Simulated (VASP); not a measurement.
# ZrC (P-6m2) in VASP: notebook

ZrC is run at these levels: PBEsol, LDA, PBE; tasks: single point.

All numbers are computed with VASP 6.6.1; they aren't measurements. Logs are shortened: lines on timing, memory, paths and dates and some standing lists are left out, and cuts for length are marked.

## Step 1: The cell of the first run

It takes space group P-6m2 (No. 187, hexagonal). Conventional cell: a = 3.270 Å, b = 3.270 Å, c = 2.940 Å, α = 90.00°, β = 90.00°, γ = 120.00°. Zr (site symmetry -6m2) has 6 C at 2.39 Å and 8 Zr at 2.94 to 3.27 Å within 3.3 Å. Within 3.3 Å of C (site symmetry -6m2) lie 6 Zr at 2.39 Å and 8 C at 2.94 to 3.27 Å.

## Step 2: Single point, PBEsol

INCAR

```
SYSTEM = ZrC
  PREC = Accurate
  ENCUT = 520
  EDIFF = 1E-6
  ISMEAR = 0
  SIGMA = 0.05
  LREAL = .FALSE.
  LASPH = .TRUE.
  NELM = 60
  ALGO = Normal
  ISIF = 2
  LWAVE = .FALSE.
  LCHARG = .FALSE.
  GGA = PS
  NBANDS = 15
```

KPOINTS

```
Automatic mesh
0
G
  12 12 12
  0 0 0
```

POSCAR

```
ZrC
1.0
    3.2695327460      0.0000000000      0.0000000000
   -1.6347663730      2.8314984165      0.0000000000
    0.0000000000      0.0000000000      2.9397343753
Zr C
1 1
Direct
    0.0000000000      0.0000000000      0.0000000000
    0.6666666667      0.3333333333      0.5000000000
```

Potentials or basis: VASP PAW PBE potentials, release 64 (Zr_sv, C).

Started as:

```console
$ cat potpaw_PBE.64/Zr_sv/POTCAR potpaw_PBE.64/C/POTCAR > POTCAR
$ mpirun -np 1 vasp_std > vasp.out
```

OUTCAR:

```text
SYSTEM = ZrC
   PREC = Accurate
   ENCUT = 520
   EDIFF = 1E-6
   ISMEAR = 0
   LREAL = .FALSE.
   LASPH = .TRUE.
   NELM = 60
   ISIF = 2
   GGA = PS

 ion  position               nearest neighbor table
   1  0.000  0.000  0.000-   2 2.39   2 2.39   2 2.39   2 2.39   2 2.39   2 2.39
   2  0.667  0.333  0.500-   1 2.39   1 2.39   1 2.39   1 2.39   1 2.39   1 2.39

  LATTYP: Found a hexagonal cell.
 ALAT       =     3.2695327460
 C/A-ratio  =     0.8991298157

  Lattice vectors:

 A1 = (   3.2695327460,   0.0000000000,   0.0000000000)
 A2 = (  -1.6347663730,   2.8314984165,   0.0000000000)
 A3 = (   0.0000000000,   0.0000000000,   2.9397343753)

Analysis of symmetry for initial positions (statically):
=====================================================================
 Subroutine PRICEL returns:
 Original cell was already a primitive cell.

 Routine SETGRP: Setting up the symmetry group for a
 hexagonal supercell.

 Subroutine GETGRP returns: Found 12 space group operations
 (whereof 12 operations were pure point group operations)
 out of a pool of 24 trial point group operations.

The static configuration has the point symmetry D_3h.

Analysis of symmetry for dynamics (positions and initial velocities):
=====================================================================
 Subroutine PRICEL returns:
 Original cell was already a primitive cell.

 Routine SETGRP: Setting up the symmetry group for a
 hexagonal supercell.

 Subroutine GETGRP returns: Found 12 space group operations
 (whereof 12 operations were pure point group operations)
 out of a pool of 24 trial point group operations.

The dynamic configuration has the point symmetry D_3h.

 Subroutine INISYM returns: Found 12 space group operations
 (whereof 12 operations are pure point group operations),
 and found     1 'primitive' translations

----------------------------------------------------------------------------------------

                                     Primitive cell

  volume of cell :      27.2151

  direct lattice vectors                    reciprocal lattice vectors
     3.269532746  0.000000000  0.000000000     0.305854101  0.176584948  0.000000000
    -1.634766373  2.831498417  0.000000000     0.000000000  0.353169896  0.000000000
     0.000000000  0.000000000  2.939734375     0.000000000  0.000000000  0.340166788

  length of vectors
     3.269532746  3.269532746  2.939734375     0.353169896  0.353169896  0.340166788

  position of ions in fractional coordinates (direct lattice)
     0.000000000  0.000000000  0.000000000
     0.666666667  0.333333333  0.500000000

  ion indices of the primitive-cell ions
   primitive index   ion index
                 1           1
                 2           2

----------------------------------------------------------------------------------------

 KPOINTS: Automatic mesh

Automatic generation of k-mesh.
 Grid dimensions read from file:
 generate k-points for:   12   12   12

 Generating k-lattice:

  Cartesian coordinates                     Fractional coordinates (reciprocal lattice)
     0.025487842  0.014715412  0.000000000     0.083333333  0.000000000  0.000000000
     0.000000000  0.029430825  0.000000000     0.000000000  0.083333333  0.000000000
     0.000000000  0.000000000  0.028347232     0.000000000  0.000000000  0.083333333

  Length of vectors
     0.029430825  0.029430825  0.028347232

  Shift w.r.t. Gamma in fractional coordinates (k-lattice)
     0.000000000  0.000000000  0.000000000

 Subroutine IBZKPT returns following result:
 ===========================================

 Found    133 irreducible k-points:

 Following reciprocal coordinates:
            Coordinates               Weight
  0.000000  0.000000  0.000000      1.000000
  0.083333 -0.000000  0.000000      6.000000
  0.166667 -0.000000  0.000000      6.000000
  0.250000 -0.000000  0.000000      6.000000
  0.333333 -0.000000  0.000000      6.000000
  0.416667 -0.000000  0.000000      6.000000
[... 16 lines left out ...]
  0.250000 -0.000000  0.083333     12.000000
  0.333333 -0.000000  0.083333     12.000000
 [... further k-points ...]
   k-points           NKPTS =    133   k-points in BZ     NKDIM =    133   number of bands    NBANDS=     15
   number of dos      NEDOS =    301   number of ions     NIONS =      2
   total plane-waves  NPLWV =  13824
   dimension x,y,z NGX =    24 NGY =   24 NGZ =   24
   dimension x,y,z NGXF=    48 NGYF=   48 NGZF=   48
   ions per type =               1   1
   NGX,Y,Z   is equivalent  to a cutoff of  12.20, 12.20, 13.57 a.u.
   NGXF,Y,Z  is equivalent  to a cutoff of  24.41, 24.41, 27.14 a.u.
 SYSTEM =  ZrC
   PREC   = accura    normal or accurate (medium, high low for compatibility)
   ISTART =      0    job   : 0-new  1-cont  2-samecut
   ICHARG =      2    charge: 1-file 2-atom 10-const
   ISPIN  =      1    spin polarized calculation?
   LNONCOLLINEAR =      F non collinear calculations
   LSORBIT =      F    spin-orbit coupling
   LASPH  =      T    aspherical Exc in radial PAW
   ENCUT  =  520.0 eV  38.22 Ry    6.18 a.u.   6.08  6.08  5.47*2*pi/ulx,y,z
   NELM   =     60;   NELMIN=  2; NELMDL= -5     # of ELM steps
   EDIFF  = 0.1E-05   stopping-criterion for ELM
   LREAL  =      F    real-space projection
[... 7 lines left out ...]
   TEBEG  =    0.0;   TEEND  =   0.0 temperature during run
   PSTRESS=    0.0 pullay stress
   NELECT =      16.0000    total number of electrons
   NUPDOWN=      -1.0000    fix difference up-down
   EMIN   =  10.00;   EMAX   =-10.00  energy-range for DOS
   EFERMI =   0.00;   METHOD = LEGACY
   ISMEAR =     0;   SIGMA  =   0.05  broadening in eV -4-tet -1-fermi 0-gaus
   EFERMI_NEDOS =   21; number of points for ismear=-14 and -15
   IALGO  =     38    algorithm
   IMIX   =      4    mixing-type and parameters
     AMIX     =   0.40;   BMIX     =  1.00
     AMIX_MAG =   1.60;   BMIX_MAG =  1.00
  volume/ion in A,a.u.               =      13.61        91.83
  Fermi-wavevector in a.u.,A,eV,Ry     =   1.371444  2.591654 25.590641  1.880859
  Thomas-Fermi vector in A             =   2.497140
   LORBIT       =      0    0 simple, 1 ext, 2 COOP (PROOUT), +10 PAW based schemes
   GGA     = PS    functional components
   LHFCALC =     F    Hartree Fock is set to
   AEXX    =    0.0000 exact exchange contribution
   IVDW    =     0    specifies the selected vdW correction
   LEPSILON=     F    determine dielectric tensor
   LRPA    =     F    only Hartree local field effects (RPA)
 non-spin polarized calculation
 Gauss-broadening in eV      SIGMA  =   0.05
  energy-cutoff  :      520.00
  volume of cell :       27.22
 maximum number of plane-waves:       747
   NGX = 13   NGY = 13   NGZ = 11

 number of electron      16.0000000 magnetization

 Free energy of the ion-electron system (eV)
  ---------------------------------------------------
  ext. energy  EPLUGINS =         0.00000000
  ---------------------------------------------------
  free energy    TOTEN  =       -19.08548052 eV

  energy without entropy =      -19.08499125  energy(sigma->0) =      -19.08523588

 E-fermi :   8.8421     XC(G=0): -11.9889

 val. band max:        8.8263178579   @ k =   0.3333  -0.0000   0.0833
 cond. band min:       8.8648852138   @ k =   0.3333   0.3333   0.4167
 fundamental gap:      0.0385673559
 Fermi energy:         8.8420845495

 k-point     1 :       0.0000    0.0000    0.0000
  band No.  band energies     occupation
      1     -39.2269      2.00000
      2     -17.0569      2.00000
      3     -17.0569      2.00000
      4     -16.6533      2.00000
      5      -2.0950      2.00000
      6       7.2721      2.00000
      7       7.2721      2.00000
      8       7.5863      2.00000
      9      10.5652      0.00000
     10      13.9989      0.00000
     11      14.1246      0.00000
     12      14.1246      0.00000
     13      15.0838      0.00000
     14      15.0838      0.00000
     15      22.7713      0.00000

 k-point     2 :       0.0833   -0.0000    0.0000
  band No.  band energies     occupation
      1     -39.2214      2.00000
      2     -17.1109      2.00000
      3     -17.0685      2.00000
      4     -16.6471      2.00000
      5      -1.9689      2.00000
      6       6.9563      2.00000
      7       7.3896      2.00000
      8       7.7151      2.00000
      9      10.3110      0.00000
     10      14.0804      0.00000
     11      14.4078      0.00000
     12      14.4573      0.00000
     13      14.8251      0.00000
     14      14.9956      0.00000
     15      22.4109      0.00000

 k-point     3 :       0.1667   -0.0000    0.0000
  band No.  band energies     occupation
      1     -39.2061      2.00000
      2     -17.2557      2.00000
      3     -17.1000      2.00000
      4     -16.6301      2.00000
      5      -1.6192      2.00000
      6       6.3150      2.00000
      7       7.7197      2.00000
      8       7.9604      2.00000
      9       9.7578      0.00000
     10      13.9631      0.00000
     11      14.1966      0.00000
     12      14.7792      0.00000
     13      15.0161      0.00000
     14      15.6140      0.00000
     15      22.0635      0.00000
[... 343 lines left out ...]
 k-point    23 :       0.2500   -0.0000    0.0833
  band No.  band energies     occupation
      1     -39.1765      2.00000
      2     -17.4361      2.00000
      3     -17.1336      2.00000
      4     -16.6915      2.00000
      5      -1.0331      2.00000
      6       5.7342      2.00000
      7       8.1124      2.00000
      8       8.1734      2.00000
      9       9.0782      0.00000
     10      13.0875      0.00000
     11      13.7058      0.00000
     12      15.2606      0.00000
     13      15.4516      0.00000
     14      17.2550      0.00000
     15      21.8751      0.00000

 k-point    24 :       0.3333   -0.0000    0.0833
  band No.  band energies     occupation
      1     -39.1556      2.00000
      2     -17.6199      2.00000
      3     -17.1755      2.00000
      4     -16.6660      2.00000
      5      -0.5503      2.00000
      6       5.2026      2.00000
      7       8.0452      2.00000
      8       8.5873      2.00000
      9       8.8263      1.34437
     10      13.1609      0.00000
     11      13.6171      0.00000
     12      14.9975      0.00000
     13      15.7281      0.00000
     14      18.3014      0.00000
     15      22.2468      0.00000

 [... further k-points ...]

------------------------ aborting loop because EDIFF is reached ----------------------------------------

  FORCE on cell =-STRESS in cart. coord.  units (eV):
  Direction    XX          YY          ZZ          XY          YZ          ZX
  --------------------------------------------------------------------------------------
  -------------------------------------------------------------------------------------
  Total       -0.8208747     -0.8208747     -0.8874801     -0.0000000      0.0000000     -0.0000000
  in kB      -48.3256132    -48.3256132    -52.2467294     -0.0000000      0.0000000     -0.0000000
  external PRESSURE =     -49.6326519 kB  Pullay stress =       0.0000000 kB

 VOLUME and BASIS-vectors are now :
 -----------------------------------------------------------------------------
  energy-cutoff  :      520.00
  volume of cell :       27.22
      direct lattice vectors                 reciprocal lattice vectors
     3.269532746  0.000000000  0.000000000     0.305854101  0.176584948  0.000000000
    -1.634766373  2.831498417  0.000000000     0.000000000  0.353169896  0.000000000
     0.000000000  0.000000000  2.939734375     0.000000000  0.000000000  0.340166788

 POSITION                                       TOTAL-FORCE (eV/Angst)
 -----------------------------------------------------------------------------------
      0.00000      0.00000      0.00000        -0.000000     -0.000000      0.000000
      1.63477      0.94383      1.46987         0.000000      0.000000      0.000000
 -----------------------------------------------------------------------------------
    total drift:                                0.000000     -0.000000      0.000000

  FREE ENERGIE OF THE ION-ELECTRON SYSTEM (eV)
  ---------------------------------------------------
  free  energy   TOTEN  =       -19.0854805155 eV

  energy  without entropy=      -19.0849912450  energy(sigma->0) =      -19.08523588
```

Run time: 56 s. Hardware: 1 thread of Intel Xeon 8259CL, shared host; peak memory 0.18 GiB.

Results:

- Free energy: -19.0855 eV
- Pressure: -5.0 GPa
- Band gap on the k mesh: zero (bands 8 and 9 overlap by 0.41 eV)

Stress tensor (GPa, compression positive):
```
-4.83  0.00  0.00
 0.00 -4.83  0.00
 0.00  0.00 -5.22
```

Levels at points of the mesh, in eV from the Fermi level:
```csv
k point,band 4,band 5,band 6,band 7,band 8,band 9,band 10,band 11,band 12,band 13
"(0.00, 0.00, 0.00)",-25.50,-10.94,-1.57,-1.57,-1.26,1.72,5.16,5.28,5.28,6.24
"(0.50, 0.00, 0.00)",-25.40,-8.91,-4.09,-0.87,-0.54,0.40,4.68,5.17,5.40,7.39
"(0.00, 0.00, 0.50)",-25.77,-8.04,-5.01,-0.53,-0.53,1.73,1.73,4.82,4.82,5.61
"(0.50, 0.00, 0.50)",-25.92,-8.95,-3.57,-2.26,-2.04,1.99,5.46,6.53,6.92,8.72
```

Caveat: the cell stands under tension; the PAW data sets were made with another functional, which shifts forces and pressure a little.

(Continued in part 2 of 3.)
